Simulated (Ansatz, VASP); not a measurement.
# Two plane-wave programs on Te2Mo

```
Te Mo
1.0
     3.49399    0.00000    0.00000
    -1.74700    3.02589    0.00000
     0.00000    0.00000   14.00854
Te Mo
4 2
Cartesian
  -0.2947 2.0445 8.7330
  1.8798 0.9120 1.6354
  -0.1297 2.1558 12.3815
  1.9986 0.9266 5.4389
  0.0304 2.0466 3.5111
  1.7566 0.9921 10.3256
```

Change from the starting cell: all atoms moved at random (sigma 0.15 Å a component).

Alike in both runs: task single point; functional PBEsol; k mesh 12 × 12 × 2; occupations gaussian, width 0.05 eV; no spin polarisation.

```csv
,VASP,Ansatz
version,VASP 6.6.1,Ansatz 0.2.0
potentials or method,"VASP PAW PBE potentials, release 64 (Te, Mo_sv), cutoff 520 eV","scalar-relativistic, plane waves, PAW"
valence electrons in the cell,52,92
```

```csv
,VASP,Ansatz,Ansatz less VASP
gap on the k mesh at the Fermi level (eV),none,none,-
pressure (GPa),0.3,0.3,-0.08
"traceless stress, the component that is largest in VASP (GPa)",-4.83,-4.84,-0.005
rms of the force components (eV/Å),2.095,2.093,-0.0014
```

VASP's potentials were made for PBE, not for PBEsol. Atom by atom the forces differ by 0.012 eV/Å (rms over components). A gap of «none» marks a metal or a gap that the smearing closes. With one functional, cell and mesh, what is left measures potentials, basis and numerics. VASP's potentials hold 52 valence electrons a cell and Ansatz's 92, so a difference there can come from the potentials and not from the codes.

Neither program's run includes spin-orbit coupling.
